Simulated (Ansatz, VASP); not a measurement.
## One calculation of Cd2S, two programs

```xyz
3
Lattice="4.0148 0.0000 0.0000 -2.0074 3.4769 0.0000 0.0000 0.0000 5.8856" Properties=species:S:1:pos:R:3 pbc="T T T"
Cd    0.0000    2.3180    5.4896
Cd    2.0074    1.1590    3.4062
S     0.0000    2.3180    2.1524
```

Alike in both runs: task single point; functional LDA; k mesh 8 × 8 × 5; occupations fermi-dirac, width 0.05 eV; no spin polarisation.

|  | VASP | Ansatz |
| --- | --- | --- |
| version | VASP 6.6.1 | Ansatz 0.2.0 |
| potentials or method | VASP PAW LDA potentials, release 64 (Cd, S) | Ansatz PAW |
| plane-wave cutoff (eV) | 520 | 420 |
| valence electrons in the cell | 30 | 46 |

VASP gave:

- gap on the k mesh at the Fermi level (eV): 0.27
- least direct gap on the mesh (eV): 0.57
- pressure (GPa): -5.8
- traceless stress, the component that is largest in VASP (GPa): -1.42
- rms of the force components (eV/Å): 0.121

Task: What did Ansatz give for the same quantities?

Result: gap on the k mesh at the Fermi level (eV): 0.28; least direct gap on the mesh (eV): 0.57; pressure (GPa): -6.0; traceless stress, the component that is largest in VASP (GPa): -1.51; rms of the force components (eV/Å): 0.129.

LDA's correlation is that of Perdew and Zunger in VASP and of Perdew and Wang (1992) in Ansatz. Atom by atom the forces differ by 0.009 eV/Å (rms over components). VASP's potentials hold 30 valence electrons a cell and Ansatz's 46, so a difference there can come from the potentials and not from the codes.

Noted on Ansatz's run: odd divisions of the mesh miss points on the zone boundary, where band edges often lie, so the gap on the mesh can be too wide.
